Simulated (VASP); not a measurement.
Input of a VASP 6.6.1 run:

File INCAR:

```
SYSTEM = GaSb3
  PREC = Accurate
  ENCUT = 520
  EDIFF = 1E-6
  ISMEAR = 0
  SIGMA = 0.15
  LREAL = .False.
  LASPH = .True.
  NELM = 60
  ALGO = Normal
  ISIF = 2
  LWAVE = .False.
  LCHARG = .False.
  GGA = PE
  IVDW = 12
  NBANDS = 22
```

Contents of KPOINTS:

```
regular mesh
0
Gamma
  10 10 10
  0 0 0
```

File POSCAR:

```
GaSb3
1.0
    0.0000000000      3.6481278280      3.6481278280
    3.6481278280      0.0000000000      3.6481278280
    3.6481278280      3.6481278280      0.0000000000
Ga Sb
1 3
Direct
    0.0000000000      0.0000000000      0.0000000000
    0.2561675470      0.2438324530      0.2438324530
    0.7438324530      0.7561675470      0.7561675470
    0.5000000000      0.5000000000      0.5000000000
```

Potentials or basis: VASP PAW PBE potentials, release 64 (Ga_d, Sb).

Launch:

```console
$ cat potpaw_PBE.64/Ga_d/POTCAR potpaw_PBE.64/Sb/POTCAR > POTCAR
$ mpirun -np 1 vasp_std > vasp.out
```

What does it give for the largest force?

0.150 eV/Å.

Predict the pressure.

0.0 GPa.

Stress tensor (GPa, compression positive):
```
 0.01  0.00  0.00
 0.00 -0.02 -0.32
 0.00 -0.32 -0.02
```

Caveat: the cell differs from its parent crystal (atoms displaced along a vibrational mode).
